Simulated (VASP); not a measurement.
# NaLa (P-6m2) in VASP: further runs

Runs on NaLa. Level: PBE. Tasks: single point.

Everything below comes from runs of VASP 6.6.1. Logs are shortened: lines on timing, memory, paths and dates and some standing lists are left out, and cuts for length are marked.

### Step 1. The cell of the first run

The structure is hexagonal, space group P-6m2 (No. 187). The conventional cell has a = 3.462 Å, b = 3.462 Å, c = 6.484 Å, α = 90.00°, β = 90.00°, γ = 120.00°. Within 4.6 Å of La (site symmetry -6m2) lie 6 La at 3.46 Å and 6 Na at 3.81 Å. Within 4.6 Å of Na (site symmetry -6m2) lie 6 Na at 3.46 Å and 6 La at 3.81 Å.

### Step 2. Single point, PBE

Input file INCAR:

```
PREC = Accurate ; ENCUT = 520
EDIFF = 1E-6 ; ISMEAR = -1
SIGMA = 0.05 ; LREAL = F
LASPH = T ; NELM = 100
ALGO = Normal ; ISIF = 2
LWAVE = F ; LCHARG = F
GGA = PE ; NBANDS = 16
```

Input file KPOINTS:

```
regular mesh
0
Gamma
  7 7 4
```

Input file POSCAR:

```
NaLa
1.0
    3.4620007380      0.0000000000      0.0000000000
   -1.7310003689      2.9981805870      0.0000000000
    0.0000000000      0.0000000000      6.4837820000
La Na
1 1
Direct
    0.3333333333      0.6666666667      0.5000000000
    0.0000000000      0.0000000000      0.0000000000
```

Potentials or basis: VASP PAW PBE potentials, release 64 (La, Na_pv).

Launch:

```console
$ cat potpaw_PBE.64/La/POTCAR potpaw_PBE.64/Na_pv/POTCAR > POTCAR
$ mpirun -np 1 vasp_std > vasp.out
```

OUTCAR:

```text
PREC = Accurate
   ENCUT = 520
   EDIFF = 1E-6
   ISMEAR = -1
   LREAL = F
   LASPH = T
   NELM = 100
   ISIF = 2
   GGA = PE

 ion  position               nearest neighbor table
   1  0.333  0.667  0.500-
   2  0.000  0.000  0.000-

  LATTYP: Found a hexagonal cell.
 ALAT       =     3.4620007380
 C/A-ratio  =     1.8728424662

  Lattice vectors:

 A1 = (   3.4620007380,   0.0000000000,   0.0000000000)
 A2 = (  -1.7310003689,   2.9981805870,   0.0000000000)
 A3 = (   0.0000000000,   0.0000000000,   6.4837820000)

Analysis of symmetry for initial positions (statically):
=====================================================================
 Subroutine PRICEL returns:
 Original cell was already a primitive cell.

 Routine SETGRP: Setting up the symmetry group for a
 hexagonal supercell.

 Subroutine GETGRP returns: Found 12 space group operations
 (whereof 12 operations were pure point group operations)
 out of a pool of 24 trial point group operations.

The static configuration has the point symmetry D_3h.

Analysis of symmetry for dynamics (positions and initial velocities):
=====================================================================
 Subroutine PRICEL returns:
 Original cell was already a primitive cell.

 Routine SETGRP: Setting up the symmetry group for a
 hexagonal supercell.

 Subroutine GETGRP returns: Found 12 space group operations
 (whereof 12 operations were pure point group operations)
 out of a pool of 24 trial point group operations.

The dynamic configuration has the point symmetry D_3h.

 Subroutine INISYM returns: Found 12 space group operations
 (whereof 12 operations are pure point group operations),
 and found     1 'primitive' translations

----------------------------------------------------------------------------------------

                                     Primitive cell

  volume of cell :      67.2997

  direct lattice vectors                    reciprocal lattice vectors
     3.462000738  0.000000000  0.000000000     0.288850314  0.166767806  0.000000000
    -1.731000369  2.998180587  0.000000000     0.000000000  0.333535613  0.000000000
     0.000000000  0.000000000  6.483782000     0.000000000  0.000000000  0.154230972

  length of vectors
     3.462000738  3.462000738  6.483782000     0.333535613  0.333535613  0.154230972

  position of ions in fractional coordinates (direct lattice)
     0.333333333  0.666666667  0.500000000
     0.000000000  0.000000000  0.000000000

  ion indices of the primitive-cell ions
   primitive index   ion index
                 1           1
                 2           2

----------------------------------------------------------------------------------------

 KPOINTS: regular mesh

Automatic generation of k-mesh.
 Grid dimensions read from file:
 generate k-points for:    7    7    4

 Generating k-lattice:

  Cartesian coordinates                     Fractional coordinates (reciprocal lattice)
     0.041264331  0.023823972  0.000000000     0.142857143  0.000000000  0.000000000
     0.000000000  0.047647945  0.000000000     0.000000000  0.142857143  0.000000000
     0.000000000  0.000000000  0.038557743     0.000000000  0.000000000  0.250000000

  Length of vectors
     0.047647945  0.047647945  0.038557743

  Shift w.r.t. Gamma in fractional coordinates (k-lattice)
     0.000000000  0.000000000  0.000000000

 Subroutine IBZKPT returns following result:
 ===========================================

 Found     24 irreducible k-points:

 Following reciprocal coordinates:
            Coordinates               Weight
  0.000000  0.000000  0.000000      1.000000
  0.142857  0.000000  0.000000      6.000000
  0.285714  0.000000  0.000000      6.000000
  0.428571 -0.000000  0.000000      6.000000
  0.142857  0.142857  0.000000      6.000000
  0.285714  0.142857  0.000000     12.000000
[... 16 lines left out ...]
  0.428571  0.142857  0.500000      6.000000
  0.285714  0.285714  0.500000      6.000000
   k-points           NKPTS =     24   k-points in BZ     NKDIM =     24   number of bands    NBANDS=     16
   number of dos      NEDOS =    301   number of ions     NIONS =      2
   total plane-waves  NPLWV =  37632
   dimension x,y,z NGX =    28 NGY =   28 NGZ =   48
   dimension x,y,z NGXF=    56 NGYF=   56 NGZF=   96
   ions per type =               1   1
   NGX,Y,Z   is equivalent  to a cutoff of  13.45, 13.45, 12.31 a.u.
   NGXF,Y,Z  is equivalent  to a cutoff of  26.89, 26.89, 24.61 a.u.
 SYSTEM =  unknown system
   PREC   = accura    normal or accurate (medium, high low for compatibility)
   ISTART =      0    job   : 0-new  1-cont  2-samecut
   ICHARG =      2    charge: 1-file 2-atom 10-const
   ISPIN  =      1    spin polarized calculation?
   LNONCOLLINEAR =      F non collinear calculations
   LSORBIT =      F    spin-orbit coupling
   LASPH  =      T    aspherical Exc in radial PAW
   ENCUT  =  520.0 eV  38.22 Ry    6.18 a.u.   6.44  6.44 12.06*2*pi/ulx,y,z
   NELM   =    100;   NELMIN=  2; NELMDL= -5     # of ELM steps
   EDIFF  = 0.1E-05   stopping-criterion for ELM
   LREAL  =      F    real-space projection
   EDIFFG = 0.1E-04   stopping-criterion for IOM
   NSW    =      0    number of steps for IOM
   IBRION =     -1    ionic relax: 0-MD 1-quasi-New 2-CG
   NFREE  =      0    steps in history (QN), initial steepest desc. (CG)
   ISIF   =      2    stress and relaxation
   ISYM   =      2    0-nonsym 1-usesym 2-fastsym
   POTIM  = 0.5000    time-step for ionic-motion
   TEBEG  =    0.0;   TEEND  =   0.0 temperature during run
   PSTRESS=    0.0 pullay stress
   NELECT =      18.0000    total number of electrons
   NUPDOWN=      -1.0000    fix difference up-down
   EMIN   =  10.00;   EMAX   =-10.00  energy-range for DOS
   EFERMI =   0.00;   METHOD = LEGACY
   ISMEAR =    -1;   SIGMA  =   0.05  broadening in eV -4-tet -1-fermi 0-gaus
   EFERMI_NEDOS =   21; number of points for ismear=-14 and -15
   IALGO  =     38    algorithm
   IMIX   =      4    mixing-type and parameters
     AMIX     =   0.40;   BMIX     =  1.00
     AMIX_MAG =   1.60;   BMIX_MAG =  1.00
  volume/ion in A,a.u.               =      33.65       227.08
  Fermi-wavevector in a.u.,A,eV,Ry     =   1.054778  1.993242 15.137263  1.112557
  Thomas-Fermi vector in A             =   2.189952
   LORBIT       =      0    0 simple, 1 ext, 2 COOP (PROOUT), +10 PAW based schemes
   GGA     = PE    functional components
   LHFCALC =     F    Hartree Fock is set to
   AEXX    =    0.0000 exact exchange contribution
   IVDW    =     0    specifies the selected vdW correction
   LEPSILON=     F    determine dielectric tensor
   LRPA    =     F    only Hartree local field effects (RPA)
 non-spin polarized calculation
  energy-cutoff  :      520.00
  volume of cell :       67.30
 maximum number of plane-waves:      1828
 NGX is ok and might be reduce to    28
   NGX = 13   NGY = 13   NGZ = 25

 number of electron      18.0000002 magnetization

 Free energy of the ion-electron system (eV)
  ---------------------------------------------------
  ext. energy  EPLUGINS =         0.00000000
  ---------------------------------------------------
  free energy    TOTEN  =        -5.86393360 eV

  energy without entropy =       -5.85121259  energy(sigma->0) =       -5.85757310

 E-fermi :   4.6748     XC(G=0):  -8.4153

 val. band max:        4.6351173799   @ k =   0.4286  -0.0000   0.0000
 cond. band min:       4.6977373464   @ k =   0.2857   0.0000   0.2500
 fundamental gap:      0.0626199665
 Fermi energy:         4.6747940613

 k-point     1 :       0.0000    0.0000    0.0000
  band No.  band energies     occupation
      1     -28.2816      2.00000
      2     -19.7396      2.00000
      3     -19.7365      2.00000
      4     -19.7365      2.00000
      5     -12.0824      2.00000
      6     -10.9251      2.00000
[... 8 lines left out ...]
     15       6.6102      0.00000
     16       6.6102      0.00000

 k-point     2 :       0.1429    0.0000    0.0000
  band No.  band energies     occupation
      1     -28.2261      2.00000
      2     -19.7480      2.00000
      3     -19.7392      2.00000
      4     -19.7377      2.00000
      5     -12.0184      2.00000
      6     -11.3404      2.00000
[... 8 lines left out ...]
     15       6.6545      0.00000
     16       6.7775      0.00000

 k-point     3 :       0.2857    0.0000    0.0000
  band No.  band energies     occupation
      1     -28.0978      2.00000
      2     -19.7736      2.00000
      3     -19.7452      2.00000
      4     -19.7336      2.00000
      5     -12.1796      2.00000
      6     -11.8701      2.00000
[... 8 lines left out ...]
     15       6.7400      0.00000
     16       6.7791      0.00000

 k-point     4 :       0.4286   -0.0000    0.0000
  band No.  band energies     occupation
      1     -27.9909      2.00000
      2     -19.7940      2.00000
      3     -19.7500      2.00000
      4     -19.7302      2.00000
      5     -12.7845      2.00000
      6     -11.7461      2.00000
[... 8 lines left out ...]
     15       6.7915      0.00000
     16       6.8480      0.00000
[... 324 lines left out ...]
 k-point    22 :       0.2857    0.1429    0.5000
  band No.  band energies     occupation
      1     -28.0153      2.00000
      2     -19.7847      2.00000
      3     -19.7539      2.00000
      4     -19.7309      2.00000
      5     -12.5060      2.00000
      6     -11.7766      2.00000
[... 8 lines left out ...]
     15       6.7622      0.00000
     16       6.8806      0.00000

 k-point    23 :       0.4286    0.1429    0.5000
  band No.  band energies     occupation
      1     -27.9610      2.00000
      2     -19.7933      2.00000
      3     -19.7579      2.00000
      4     -19.7294      2.00000
      5     -12.7603      2.00000
      6     -11.7125      2.00000
[... 8 lines left out ...]
     15       6.8101      0.00000
     16       6.9472      0.00000

 k-point    24 :       0.2857    0.2857    0.5000
  band No.  band energies     occupation
      1     -27.9478      2.00000
      2     -19.7850      2.00000
      3     -19.7693      2.00000
      4     -19.7290      2.00000
      5     -12.5199      2.00000
      6     -12.0376      2.00000
[... 8 lines left out ...]
     15       6.6624      0.00000
     16       6.9701      0.00000

------------------------ aborting loop because EDIFF is reached ----------------------------------------

  FORCE on cell =-STRESS in cart. coord.  units (eV):
  Direction    XX          YY          ZZ          XY          YZ          ZX
  --------------------------------------------------------------------------------------
  -------------------------------------------------------------------------------------
  Total        0.8222231      0.8222231      0.3280526      0.0000000     -0.0000000      0.0000000
  in kB       19.5743309     19.5743309      7.8098134      0.0000000     -0.0000000      0.0000000
  external PRESSURE =      15.6528251 kB  Pullay stress =       0.0000000 kB

 VOLUME and BASIS-vectors are now :
 -----------------------------------------------------------------------------
  energy-cutoff  :      520.00
  volume of cell :       67.30
      direct lattice vectors                 reciprocal lattice vectors
     3.462000738  0.000000000  0.000000000     0.288850314  0.166767806  0.000000000
    -1.731000369  2.998180587  0.000000000     0.000000000  0.333535613  0.000000000
     0.000000000  0.000000000  6.483782000     0.000000000  0.000000000  0.154230972

 POSITION                                       TOTAL-FORCE (eV/Angst)
 -----------------------------------------------------------------------------------
     -0.00000      1.99879      3.24189         0.000000      0.000000      0.000000
      0.00000      0.00000      0.00000        -0.000000     -0.000000      0.000000
 -----------------------------------------------------------------------------------
    total drift:                                0.000000     -0.000000     -0.000000

  FREE ENERGIE OF THE ION-ELECTRON SYSTEM (eV)
  ---------------------------------------------------
  free  energy   TOTEN  =        -5.8639336001 eV

  energy  without entropy=       -5.8512125918  energy(sigma->0) =       -5.85757310
```

Run time: 13 s. Hardware: 1 thread of Intel Xeon 6975P-C (Granite Rapids), shared host; peak memory 0.2 GiB.

Results:

```
Free energy            : -5.8639 eV
Pressure               : 1.6 GPa
Band gap on the k mesh : zero (band 9 reaches 5.21 eV, above the bottom of band 10 at 4.41 eV)
```

Stress tensor (GPa, compression positive):
```
1.96 0.00 0.00
0.00 1.96 0.00
0.00 0.00 0.78
```

Caveat: spin-orbit coupling is left out, which moves the levels of the heavy elements.

### Step 3. Single point, PBE

This run uses another cell than the first one, of 35.07 Å³/atom, 1.042 times its volume.

Input file INCAR:

```
PREC     = Accurate       # precision mode
ENCUT    = 520            # plane-wave cutoff, eV
EDIFF    = 1E-6           # SCF threshold, eV
ISMEAR   = -1             # smearing method
SIGMA    = 0.05           # smearing width, eV
LREAL    = False          # projectors in reciprocal space
LASPH    = True           # aspherical terms in the spheres
NELM     = 60             # most SCF steps
ALGO     = Normal         # electronic algorithm
ISIF     = 2              # what is computed and relaxed
LWAVE    = False          # write WAVECAR
LCHARG   = True           # write CHGCAR
GGA      = PE             # functional
LELF     = True           # ELF
LVHAR    = True         
NBANDS   = 16             # bands
```

KPOINTS is that of step 2.

Input file POSCAR:

```
NaLa
1.0
    3.5341257533      0.0000000000      0.0000000000
   -1.7670628766      3.0606426825      0.0000000000
    0.0000000000      0.0000000000      6.4837820000
La Na
1 1
Direct
    0.3333333333      0.6666666667      0.5000000000
    0.0000000000      0.0000000000      0.0000000000
```

Potentials or basis: VASP PAW PBE potentials, release 64 (La, Na_pv).

Launch:

```console
$ cat potpaw_PBE.64/La/POTCAR potpaw_PBE.64/Na_pv/POTCAR > POTCAR
$ mpirun -np 1 vasp_std > vasp.out
```

It took 13 s on 1 thread of Intel Xeon 6975P-C (Granite Rapids), shared host; peak memory 0.2 GiB.

The run converged. Its results:

| Property | Result |
| --- | --- |
| Free energy | -5.8868 eV |
| Pressure | 0.6 GPa |
| Band gap on the k mesh | zero (band 9 reaches 4.91 eV, above the bottom of band 10 at 4.16 eV) |

Stress tensor (GPa, compression positive):
```
0.64 0.00 0.00
0.00 0.64 0.00
0.00 0.00 0.44
```

Levels at points of the mesh, in eV from the Fermi level:
| k point | band 6 | band 7 | band 8 | band 9 | band 10 | band 11 | band 12 | band 13 |
| --- | --- | --- | --- | --- | --- | --- | --- | --- |
| (0.00, 0.00, 0.00) | -15.84 | -15.84 | -3.30 | -1.23 | 0.79 | 1.16 | 1.72 | 1.79 |
| (0.00, 0.00, 0.50) | -15.84 | -15.84 | -2.28 | -2.09 | -0.08 | 1.16 | 1.46 | 1.79 |

Caveat: spin-orbit coupling is left out, which moves the levels of the heavy elements.
